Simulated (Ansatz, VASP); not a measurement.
## BAs in VASP and in Ansatz

The input INCAR:

```
ALGO = Normal
EDIFF = 1E-6
ENCUT = 500
GGA = PE
GGA_COMPAT = F
ISIF = 2
ISMEAR = 0
LASPH = T
LCHARG = F
LREAL = F
LWAVE = F
NBANDS = 11
NELM = 120
PREC = Accurate
SIGMA = 0.1
```

The input KPOINTS:

```
k-points
0
Gamma
  8 8 8
```

File POSCAR:

```
BAs
1.0
    0.0000000000      2.1842016791      2.1842016791
    2.1842016791      0.0000000000      2.1842016791
    2.1842016791      2.1842016791      0.0000000000
B As
1 1
Direct
    0.0000000000      0.0000000000      0.0000000000
    0.7500000000      0.7500000000      0.7500000000
```

Input for Ansatz:

```yaml
crystal:
  lattice:
    - [0.0, 2.1842016791, 2.1842016791]
    - [2.1842016791, 0.0, 2.1842016791]
    - [2.1842016791, 2.1842016791, 0.0]
  atoms:
    - { symbol: B, position: [0.0, 0.0, 0.0] }
    - { symbol: As, position: [0.75, 0.75, 0.75] }
basis:
  ecutwfc: 420
kpoints:
  mp_grid: { grid: [8, 8, 8] }
hamiltonian:
  xc: pbe
scf:
  occupations: { method: gaussian, width: 0.1 }
output:
  forces: true
  stress: true
  eigenvalues: true
```

Alike in both runs: task single point; functional PBE; k mesh 8 × 8 × 8; occupations gaussian, width 0.1 eV; no spin polarisation.

```csv
,VASP,Ansatz
version,VASP 6.6.1,Ansatz 0.2.0
potentials or method,"VASP PAW PBE potentials, release 64 (B, As), cutoff 500 eV","scalar-relativistic, plane waves, PAW"
valence electrons in the cell,8,18
```

VASP gave:

```
gap on the k mesh at the Fermi level (eV) : 0.91
least direct gap on the mesh (eV)         : 3.69
pressure (GPa)                            : 70.0
```

Problem. What did Ansatz give for the same quantities?

Solution. gap on the k mesh at the Fermi level (eV): 0.92; least direct gap on the mesh (eV): 3.69; pressure (GPa): 67.7.

Both programs put the cell under a high pressure, so it lies far from rest at this level. With one functional, cell and mesh, what is left measures potentials, basis and numerics. VASP's potentials hold 8 valence electrons a cell and Ansatz's 18, so a difference there can come from the potentials and not from the codes.

Noted on VASP's run: the cell as given lies far from equilibrium.
